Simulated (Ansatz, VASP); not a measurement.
Two plane-wave programs on Pt

Contents of INCAR:

```
SYSTEM = Pt
PREC = Accurate
ENCUT = 500
EDIFF = 1E-6
ISMEAR = -1
SIGMA = 0.1
LREAL = .False.
LASPH = .True.
NELM = 120
ALGO = Normal
ISIF = 2
LWAVE = .False.
LCHARG = .False.
GGA = PS
NBANDS = 11
GGA_COMPAT = .False.
```

Contents of KPOINTS:

```
Automatic mesh
0
Gamma
  15 15 15
  0 0 0
```

Contents of POSCAR:

```
Pt
1.0
    0.0000000000      1.9609000000      1.9609000000
    1.9609000000      0.0000000000      1.9609000000
    1.9609000000      1.9609000000      0.0000000000
Pt
1
Direct
    0.0000000000      0.0000000000      0.0000000000
```

Input for Ansatz:

```yaml
crystal:
  lattice:
    bravais: fcc
    a: 3.9218
  space_group: 225
  atoms:
    - { symbol: Pt, position: [0.0, 0.0, 0.0] }
  reduce_to_primitive: true
basis:
  ecutwfc: 517.016338673772
kpoints:
  mp_grid:
    grid: [15, 15, 15]
hamiltonian:
  xc: pbesol
  pseudopotentials:
    kind: paw
scf:
  convergence:
    dr2_threshold: 1.0e-10
  occupations:
    method: fermi_dirac
output:
  stress: true
```

Alike in both runs: task single point; functional PBEsol; k mesh 15 × 15 × 15; no spin polarisation.

```csv
,VASP,Ansatz
version,VASP 6.6.1,Ansatz 0.2.0
potentials or method,"VASP PAW PBE potentials, release 64 (Pt), cutoff 500 eV","plane waves, PAW"
occupations,"fermi-dirac, width 0.1 eV",fermi-dirac
valence electrons in the cell,10,18
```

VASP gave:

```
pressure (GPa) : -0.8
```

**Question.** Estimate Ansatz's values.

**Answer.** Pressure (GPa): -0.4.

VASP's potentials were made for PBE, not for PBEsol. VASP's potentials hold 10 valence electrons a cell and Ansatz's 18, so a difference there can come from the potentials and not from the codes.

Spin-orbit coupling is off throughout.
